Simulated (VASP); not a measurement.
# W (P6_3/mmc) in VASP: notebook, part 2 of 2

VASP 6.6.1. The steps go on from the part before.

### Step 4. Single point, LDA (volume scaled by 0.92)

The input, INCAR:

```
SYSTEM = W
PREC = Accurate
ENCUT = 520
EDIFF = 1E-6
ISMEAR = -1
SIGMA = 0.1
LREAL = .False.
LASPH = .True.
NELM = 100
ALGO = Normal
ISIF = 2
LWAVE = .False.
LCHARG = .False.
NBANDS = 21
```

The input, KPOINTS:

```
regular mesh
0
Gamma
  15 15 8
  0 0 0
```

The input, POSCAR:

```
W
1.0
    2.6618207039      0.0000000000      0.0000000000
   -1.3309103520      2.3052043499      0.0000000000
    0.0000000000      0.0000000000      4.7239265942
W
2
Direct
    0.3333333333      0.6666666667      0.2500000000
    0.6666666667      0.3333333333      0.7500000000
```

Potentials or basis: VASP PAW LDA potentials, release 64 (W_sv).

Started as:

```console
> cat potpaw_LDA.64/W_sv/POTCAR > POTCAR
> mpirun -np 1 vasp_std > vasp.out
```

OUTCAR:

```text
SYSTEM = W
   PREC = Accurate
   ENCUT = 520
   EDIFF = 1E-6
   ISMEAR = -1
   LREAL = .False.
   LASPH = .True.
   NELM = 100
   ISIF = 2

 ion  position               nearest neighbor table
   1  0.333  0.667  0.250-   2 2.82   2 2.82   2 2.82   2 2.82   2 2.82   2 2.82
   2  0.667  0.333  0.750-   1 2.82   1 2.82   1 2.82   1 2.82   1 2.82   1 2.82

  LATTYP: Found a hexagonal cell.
 ALAT       =     2.6618207039
 C/A-ratio  =     1.7746975171

  Lattice vectors:

 A1 = (   2.6618207039,   0.0000000000,   0.0000000000)
 A2 = (  -1.3309103520,   2.3052043499,   0.0000000000)
 A3 = (   0.0000000000,   0.0000000000,   4.7239265942)

Analysis of symmetry for initial positions (statically):
=====================================================================
 Subroutine PRICEL returns:
 Original cell was already a primitive cell.

 Routine SETGRP: Setting up the symmetry group for a
 hexagonal supercell.

 Subroutine GETGRP returns: Found 24 space group operations
 (whereof 12 operations were pure point group operations)
 out of a pool of 24 trial point group operations.

The static configuration has the point symmetry D_3d.
 The point group associated with its full space group is D_6h.

Analysis of symmetry for dynamics (positions and initial velocities):
=====================================================================
 Subroutine PRICEL returns:
 Original cell was already a primitive cell.

 Routine SETGRP: Setting up the symmetry group for a
 hexagonal supercell.

 Subroutine GETGRP returns: Found 24 space group operations
 (whereof 12 operations were pure point group operations)
 out of a pool of 24 trial point group operations.

The dynamic configuration has the point symmetry D_3d.
 The point group associated with its full space group is D_6h.

 Subroutine INISYM returns: Found 24 space group operations
 (whereof 12 operations are pure point group operations),
 and found     1 'primitive' translations

----------------------------------------------------------------------------------------

                                     Primitive cell

  volume of cell :      28.9862

  direct lattice vectors                    reciprocal lattice vectors
     2.661820704  0.000000000  0.000000000     0.375682704  0.216900510  0.000000000
    -1.330910352  2.305204350  0.000000000     0.000000000  0.433801021  0.000000000
     0.000000000  0.000000000  4.723926594     0.000000000  0.000000000  0.211688302

  length of vectors
     2.661820704  2.661820704  4.723926594     0.433801021  0.433801021  0.211688302

  position of ions in fractional coordinates (direct lattice)
     0.333333333  0.666666667  0.250000000
     0.666666667  0.333333333  0.750000000

  ion indices of the primitive-cell ions
   primitive index   ion index
                 1           1
                 2           2

----------------------------------------------------------------------------------------

 KPOINTS: regular mesh

Automatic generation of k-mesh.
 Grid dimensions read from file:
 generate k-points for:   15   15    8

 Generating k-lattice:

  Cartesian coordinates                     Fractional coordinates (reciprocal lattice)
     0.025045514  0.014460034  0.000000000     0.066666667  0.000000000  0.000000000
     0.000000000  0.028920068  0.000000000     0.000000000  0.066666667  0.000000000
     0.000000000  0.000000000  0.026461038     0.000000000  0.000000000  0.125000000

  Length of vectors
     0.028920068  0.028920068  0.026461038

  Shift w.r.t. Gamma in fractional coordinates (k-lattice)
     0.000000000  0.000000000  0.000000000

 Subroutine IBZKPT returns following result:
 ===========================================

 Found    135 irreducible k-points:

 Following reciprocal coordinates:
            Coordinates               Weight
  0.000000  0.000000  0.000000      1.000000
  0.066667 -0.000000  0.000000      6.000000
  0.133333  0.000000  0.000000      6.000000
  0.200000  0.000000  0.000000      6.000000
  0.266667  0.000000  0.000000      6.000000
  0.333333  0.000000  0.000000      6.000000
[... 16 lines left out ...]
  0.333333  0.200000  0.000000     12.000000
  0.400000  0.200000  0.000000      6.000000
 [... further k-points ...]
   k-points           NKPTS =    135   k-points in BZ     NKDIM =    135   number of bands    NBANDS=     21
   number of dos      NEDOS =    301   number of ions     NIONS =      2
   total plane-waves  NPLWV =  14400
   dimension x,y,z NGX =    20 NGY =   20 NGZ =   36
   dimension x,y,z NGXF=    40 NGYF=   40 NGZF=   72
   ions per type =               2
   NGX,Y,Z   is equivalent  to a cutoff of  12.49, 12.49, 12.67 a.u.
   NGXF,Y,Z  is equivalent  to a cutoff of  24.98, 24.98, 25.34 a.u.
 SYSTEM =  W
   PREC   = accura    normal or accurate (medium, high low for compatibility)
   ISTART =      0    job   : 0-new  1-cont  2-samecut
   ICHARG =      2    charge: 1-file 2-atom 10-const
   ISPIN  =      1    spin polarized calculation?
   LNONCOLLINEAR =      F non collinear calculations
   LSORBIT =      F    spin-orbit coupling
   LASPH  =      T    aspherical Exc in radial PAW
   ENCUT  =  520.0 eV  38.22 Ry    6.18 a.u.   4.95  4.95  8.78*2*pi/ulx,y,z
   NELM   =    100;   NELMIN=  2; NELMDL= -5     # of ELM steps
   EDIFF  = 0.1E-05   stopping-criterion for ELM
   LREAL  =      F    real-space projection
   EDIFFG = 0.1E-04   stopping-criterion for IOM
   NSW    =      0    number of steps for IOM
   IBRION =     -1    ionic relax: 0-MD 1-quasi-New 2-CG
   NFREE  =      0    steps in history (QN), initial steepest desc. (CG)
   ISIF   =      2    stress and relaxation
   ISYM   =      2    0-nonsym 1-usesym 2-fastsym
   POTIM  = 0.5000    time-step for ionic-motion
   TEBEG  =    0.0;   TEEND  =   0.0 temperature during run
   PSTRESS=    0.0 pullay stress
   NELECT =      28.0000    total number of electrons
   NUPDOWN=      -1.0000    fix difference up-down
   EMIN   =  10.00;   EMAX   =-10.00  energy-range for DOS
   EFERMI =   0.00;   METHOD = LEGACY
   ISMEAR =    -1;   SIGMA  =   0.10  broadening in eV -4-tet -1-fermi 0-gaus
   EFERMI_NEDOS =   21; number of points for ismear=-14 and -15
   IALGO  =     38    algorithm
   IMIX   =      4    mixing-type and parameters
     AMIX     =   0.40;   BMIX     =  1.00
     AMIX_MAG =   1.60;   BMIX_MAG =  1.00
  volume/ion in A,a.u.               =      14.49        97.80
  Fermi-wavevector in a.u.,A,eV,Ry     =   1.618317  3.058177 35.632997  2.618951
  Thomas-Fermi vector in A             =   2.712600
   LORBIT       =      0    0 simple, 1 ext, 2 COOP (PROOUT), +10 PAW based schemes
   GGA     = CA    functional components
   LHFCALC =     F    Hartree Fock is set to
   AEXX    =    0.0000 exact exchange contribution
   IVDW    =     0    specifies the selected vdW correction
   LEPSILON=     F    determine dielectric tensor
   LRPA    =     F    only Hartree local field effects (RPA)
 non-spin polarized calculation
  energy-cutoff  :      520.00
  volume of cell :       28.99
 maximum number of plane-waves:       807
 NGX is ok and might be reduce to    20
   NGX =  9   NGY =  9   NGZ = 17

 number of electron      27.9999999 magnetization

 Free energy of the ion-electron system (eV)
  ---------------------------------------------------
  ext. energy  EPLUGINS =         0.00000000
  ---------------------------------------------------
  free energy    TOTEN  =       -26.96539062 eV

  energy without entropy =      -26.90336952  energy(sigma->0) =      -26.93438007

 E-fermi :  12.2935     XC(G=0): -14.3189

 val. band max:       12.2925050878   @ k =   0.1333   0.0000   0.2500
 cond. band min:      12.3247190462   @ k =   0.3333   0.0667   0.1250
 fundamental gap:      0.0322139584
 Fermi energy:        12.2934751948

 k-point     1 :       0.0000    0.0000    0.0000
  band No.  band energies     occupation
      1     -60.8694      2.00000
      2     -60.7365      2.00000
      3     -26.1847      2.00000
      4     -24.7425      2.00000
      5     -24.5535      2.00000
      6     -24.5535      2.00000
[... 13 lines left out ...]
     20      17.2339      0.00000
     21      22.8209      0.00000

 k-point     2 :       0.0667   -0.0000    0.0000
  band No.  band energies     occupation
      1     -60.8605      2.00000
      2     -60.7301      2.00000
      3     -26.1603      2.00000
      4     -24.7454      2.00000
      5     -24.6335      2.00000
      6     -24.5752      2.00000
[... 520 lines left out ...]
 k-point    24 :       0.4000    0.2000    0.0000
  band No.  band energies     occupation
      1     -60.6251      2.00000
      2     -60.5982      2.00000
      3     -26.0933      2.00000
      4     -25.8998      2.00000
      5     -25.3832      2.00000
      6     -25.3326      2.00000
[... 13 lines left out ...]
     20      21.9139      0.00000
     21      22.7266      0.00000

 [... further k-points ...]
[... 5 lines left out ...]
  --------------------------------------------------------------------------------------
  -------------------------------------------------------------------------------------
  Total        6.3482351      6.3482351      5.0842551     -0.0000000     -0.0000000      0.0000000
  in kB      350.8909885    350.8909885    281.0260304     -0.0000000     -0.0000000      0.0000000
  external PRESSURE =     327.6026691 kB  Pullay stress =       0.0000000 kB

 VOLUME and BASIS-vectors are now :
 -----------------------------------------------------------------------------
  energy-cutoff  :      520.00
  volume of cell :       28.99
      direct lattice vectors                 reciprocal lattice vectors
     2.661820704  0.000000000  0.000000000     0.375682704  0.216900510  0.000000000
    -1.330910352  2.305204350  0.000000000     0.000000000  0.433801021  0.000000000
     0.000000000  0.000000000  4.723926594     0.000000000  0.000000000  0.211688302

 POSITION                                       TOTAL-FORCE (eV/Angst)
 -----------------------------------------------------------------------------------
     -0.00000      1.53680      1.18098        -0.000000      0.000000      0.000000
      1.33091      0.76840      3.54294         0.000000     -0.000000      0.000000
 -----------------------------------------------------------------------------------
    total drift:                               -0.000000      0.000000     -0.000000

  FREE ENERGIE OF THE ION-ELECTRON SYSTEM (eV)
  ---------------------------------------------------
  free  energy   TOTEN  =       -26.9653906239 eV

  energy  without entropy=      -26.9033695191  energy(sigma->0) =      -26.93438007
```

Run time: 42 s. Hardware: 1 thread of Intel Xeon Platinum 8259CL at 2.50GHz (Skylake/Cascade Lake), shared host; peak memory 0.18 GiB.

What came out:

- Free energy: -26.9654 eV
- Pressure: 32.8 GPa
- Band gap on the k mesh: zero (band 14 reaches 14.00 eV, above the bottom of band 15 at 11.68 eV)

Caveat: spin-orbit coupling is left out, which moves the levels of the heavy elements.

### Step 5. Overview

| cell | k mesh | gap on the mesh (eV) | pressure (GPa) |
| --- | --- | --- | --- |
| a = 2.737, b = 2.737, c = 4.857 Å, angles 90.0, 90.0, 120.0°, 2 atoms | 13 × 13 × 7 | none | 1.8 |
| a = 2.623, b = 2.623, c = 4.654 Å, angles 90.0, 90.0, 120.0°, 2 atoms | 15 × 15 × 8 | none | 53.9 |
| a = 2.662, b = 2.662, c = 4.724 Å, angles 90.0, 90.0, 120.0°, 2 atoms | 15 × 15 × 8 | none | 32.8 |

Alike in all rows: task single point; level LDA; potentials or basis VASP PAW LDA potentials, release 64 (W_sv); no spin polarisation; cutoff (eV) 520; smearing fermi-dirac 0.1 eV.

Caveats: spin-orbit coupling is left out, which moves the levels of the heavy elements.

Total energies depend on the potentials used, so only differences within one code and one set of settings carry meaning.
